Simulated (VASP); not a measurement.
Here is a VASP 6.6.1 calculation.

Contents of INCAR:

```
SYSTEM = NiO2
ALGO     = Normal         ! electronic algorithm
EDIFF    = 1E-6           ! SCF threshold, eV
ENCUT    = 600            ! plane-wave cutoff, eV
GGA      = CA             ! functional
GGA_COMPAT= .False.      
ISIF     = 2              ! what is computed and relaxed
ISMEAR   = 0              ! smearing method
LASPH    = .True.         ! aspherical terms in the spheres
LCHARG   = .False.        ! write CHGCAR
LREAL    = .False.        ! projectors in reciprocal space
LWAVE    = .False.        ! write WAVECAR
NBANDS   = 22             ! bands
NELM     = 120            ! most SCF steps
PREC     = Accurate       ! precision mode
SIGMA    = 0.05           ! smearing width, eV
```

File KPOINTS:

```
k-points
0
Gamma
  12 12 6
  0 0 0
```

Contents of POSCAR:

```
NiO2
1.0
    2.7239885620      0.0000000000      0.0000000000
   -1.3619942810      2.3590432943      0.0000000000
    0.0000000000      0.0000000000      4.3267834318
Ni O
1 2
Direct
    0.0000000000      0.0000000000      0.5000000000
    0.6666666667      0.3333333333      0.7067356968
    0.3333333333      0.6666666667      0.2932643032
```

Potentials or basis: VASP PAW LDA potentials, release 64 (Ni_sv_GW, O).

The run is started by

```bash
$ cat potpaw_LDA.64/Ni_sv_GW/POTCAR potpaw_LDA.64/O/POTCAR > POTCAR
$ mpirun -np 1 vasp_std > vasp.out
```

(1) Predict the pressure.

(2) Estimate the band gap on the k mesh.

(3) Predict the largest force.

## Answers

(1) 12.4 GPa.

(2) 0.89 eV, indirect (least direct gap 1.20 eV).

(3) 1.096 eV/Å.

Caveat: forces of over 1 eV/Å act on the atoms, so gaps and moduli don't describe the material at rest.
